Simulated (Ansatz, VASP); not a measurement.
**Two plane-wave programs on NaF**

File POSCAR:

```
NaF
1.0
    3.1454556132      0.0000000000      0.0000000000
   -1.5727278066      2.7240444675      0.0000000000
    0.0000000000      0.0000000000      5.5113884844
Na F
2 2
Direct
    0.0000000000      0.0000000000      0.0000000000
    0.0000000000      0.0000000000      0.5000000000
    0.3333333333      0.6666666667      0.2500000000
    0.6666666667      0.3333333333      0.7500000000
```

Contents of INCAR.step1:

```
ALGO     = Normal         # electronic algorithm
EDIFF    = 1E-4           # SCF threshold, eV
ENCUT    = 520            # plane-wave cutoff, eV
GGA      = PE             # functional
ISMEAR   = 0              # smearing method
LASPH    = True           # aspherical terms in the spheres
LCHARG   = False          # write CHGCAR
LREAL    = False          # projectors in reciprocal space
LWAVE    = True           # write WAVECAR
NBANDS   = 22             # bands
NELM     = 80             # most SCF steps
PREC     = Accurate       # precision mode
SIGMA    = 0.01           # smearing width, eV
```

File INCAR.step2:

```
ALGO     = Normal         # electronic algorithm
EDIFF    = 1E-6           # SCF threshold, eV
ENCUT    = 520            # plane-wave cutoff, eV
ISIF     = 2              # what is computed and relaxed
ISMEAR   = 0              # smearing method
ISTART   = 1            
LASPH    = True           # aspherical terms in the spheres
LCHARG   = True           # write CHGCAR
LELF     = True           # ELF
LMIXTAU  = True         
LREAL    = False          # projectors in reciprocal space
LVHAR    = True         
LWAVE    = False          # write WAVECAR
METAGGA  = R2SCAN         # meta-GGA
NBANDS   = 22             # bands
NELM     = 80             # most SCF steps
PREC     = Accurate       # precision mode
SIGMA    = 0.01           # smearing width, eV
```

File KPOINTS:

```
k-points
0
Gamma
  9 9 4
```

Input for Ansatz:

```yaml
crystal:
  lattice:
    - [3.1454556132, 0.0, 0.0]
    - [-1.5727278066, 2.7240444675, 0.0]
    - [0.0, 0.0, 5.5113884844]
  atoms:
    - { symbol: Na, position: [0.0, 0.0, 0.0] }
    - { symbol: Na, position: [0.0, 0.0, 0.5] }
    - { symbol: F, position: [0.3333333333, 0.6666666667, 0.25] }
    - { symbol: F, position: [0.6666666667, 0.3333333333, 0.75] }
kpoints:
  mp_grid: { grid: [9, 9, 4] }
hamiltonian:
  xc: r2scan
scf:
  occupations: { method: fixed }
  n_extra_bands: 5
output:
  forces: true
  stress: true
  eigenvalues: true
```

Alike in both runs: task single point; functional r2SCAN; k mesh 9 × 9 × 4; no spin polarisation.

|  | VASP | Ansatz |
| --- | --- | --- |
| version | VASP 6.6.1 | Ansatz 0.2.0 |
| potentials or method | VASP PAW PBE potentials, release 64 (Na_pv, F) | plane waves, PAW |
| plane-wave cutoff (eV) | 520 | 500 |
| occupations | gaussian, width 0.01 eV | fixed |
| valence electrons in the cell | 28 | 32 |

|  | VASP | Ansatz | Ansatz less VASP |
| --- | --- | --- | --- |
| gap on the k mesh at the Fermi level (eV) | 7.39 | 7.36 | -0.037 |
| pressure (GPa) | 1.1 | 1.8 | +0.66 |
| traceless stress, the component that is largest in VASP (GPa) | 0.02 | 0.09 | +0.070 |

VASP's potentials were made for PBE, not for r2SCAN. VASP's potentials hold 28 valence electrons a cell and Ansatz's 32, so a difference there can come from the potentials and not from the codes.
